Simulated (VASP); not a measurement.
Wanted: the native input for a VASP 6.6.1 run.

```yaml
Task: single point
Functional: PBE
Potentials_or_basis: VASP PAW PBE potentials, release 64 (Zn, S)
Cutoff: 500 eV
k_mesh: 8 × 8 × 8
Occupations: gaussian, width 0.02 eV
Spin: no spin polarisation
Dipole_correction: no
Further_INCAR_settings: ALGO = Normal; EDIFF = 1e-06; NBANDS = 16
```

The structure of ZnS (ha.bB) lies in POSCAR:

```
ZnS
1.0
    0.0000000000      2.7218243442      2.7218243442
    2.7218243442      0.0000000000      2.7218243442
    2.7218243442      2.7218243442      0.0000000000
Zn S
1 1
Direct
    0.0000000000      0.0000000000      0.0000000000
    0.2500000000      0.2500000000      0.2500000000
```

These files were run (other wordings do the same):

INCAR

```
SYSTEM = ZnS
  PREC = Accurate
  ENCUT = 500
  EDIFF = 1E-6
  ISMEAR = 0
  SIGMA = 0.02
  LREAL = .False.
  LASPH = .True.
  NELM = 120
  ALGO = Normal
  ISIF = 2
  LWAVE = .False.
  LCHARG = .False.
  GGA = PE
  NBANDS = 16
  GGA_COMPAT = .False.
```

KPOINTS

```
regular mesh
0
Gamma
  8 8 8
  0 0 0
```

Potentials or basis: VASP PAW PBE potentials, release 64 (Zn, S).

Command:

```bash
$ cat potpaw_PBE.64/Zn/POTCAR potpaw_PBE.64/S/POTCAR > POTCAR
$ mpirun -np 1 vasp_std > vasp.out
```

It gave:

| Item | Value |
| --- | --- |
| Pressure | 0.1 GPa |
| Band gap on the k mesh | 2.02 eV, direct |

It took 21 s on 1 thread of AMD EPYC 7R43 64-Core Processor (Zen 3), on a shared host, peak memory 0.12 GiB.
